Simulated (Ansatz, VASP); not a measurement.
**CoSn: VASP beside Ansatz**

```
CELL_PARAMETERS angstrom
5.21972 0.00000 0.00000
-2.60986 4.52041 0.00000
0.00000 0.00000 4.16847
ATOMIC_POSITIONS crystal
Co 0.00000 0.50000 0.00000
Co 0.50000 0.50000 0.00000
Co 0.50000 0.00000 0.00000
Sn 0.66667 0.33333 0.50000
Sn 0.33333 0.66667 0.50000
Sn 0.00000 0.00000 0.00000
```

Alike in both runs: task single point; functional PBEsol; k mesh 12 × 12 × 8; occupations gaussian, width 0.1 eV; no spin polarisation.

|  | VASP | Ansatz |
| --- | --- | --- |
| version | VASP 6.6.1 | Ansatz 0.2.0 |
| potentials or method | VASP PAW PBE potentials, release 64 (Co, Sn_d), cutoff 520 eV | scalar-relativistic, plane waves, PAW |
| valence electrons in the cell | 69 | 93 |

```csv
,VASP,Ansatz,Ansatz less VASP
gap on the k mesh at the Fermi level (eV),none,none,-
pressure (GPa),-0.1,0.0,+0.06
"traceless stress, the component that is largest in VASP (GPa)",-0.06,-0.01,+0.059
```

VASP's potentials were made for PBE, not for PBEsol. A gap of «none» marks a metal or a gap that the smearing closes. VASP's potentials hold 69 valence electrons a cell and Ansatz's 93, so a difference there can come from the potentials and not from the codes.
